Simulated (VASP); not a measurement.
Input of a VASP 6.6.1 run:

INCAR

```
SYSTEM = AlIn2As2P
PREC = Accurate
ENCUT = 520
EDIFF = 1E-6
ISMEAR = 0
SIGMA = 0.1
LREAL = .FALSE.
LASPH = .TRUE.
NELM = 60
ALGO = Normal
ISIF = 2
LWAVE = .FALSE.
LCHARG = .TRUE.
GGA = PE
LELF = .TRUE.
LVHAR = .TRUE.
NBANDS = 31
```

Contents of KPOINTS:

```
regular mesh
0
G
  12 12 4
  0 0 0
```

POSCAR

```
AlIn2As2P
1.0
    5.2736527488      0.0000000000      0.0000000000
   -2.6368263744      4.5671172511      0.0000000000
    0.0000000000      0.0000000000      9.3660815430
Al In P As
1 2 1 2
Direct
    0.0000000000      0.0000000000      0.5000000000
    0.3333333333      0.6666666667      0.5000000000
    0.6666666667      0.3333333333      0.5000000000
    0.0000000000      0.0000000000      0.0000000000
    0.0000000000      0.0000000000      0.2324199029
    0.0000000000      0.0000000000      0.7675800971
```

Potentials or basis: VASP PAW PBE potentials, release 64 (Al, In_d, P, As).

Command:

```console
$ cat potpaw_PBE.64/Al/POTCAR potpaw_PBE.64/In_d/POTCAR potpaw_PBE.64/P/POTCAR potpaw_PBE.64/As/POTCAR > POTCAR
$ mpirun -np 1 vasp_std > vasp.out
```

Estimate the pressure.

0.0 GPa.

Predict the largest force.

0.024 eV/Å.

Forces in eV/Å, atoms in the order of the input:
```
Al   0.000  0.000  0.000
In   0.000  0.000  0.000
In   0.000  0.000  0.000
P    0.000  0.000  0.000
As   0.000  0.000  0.024
As   0.000  0.000 -0.024
```
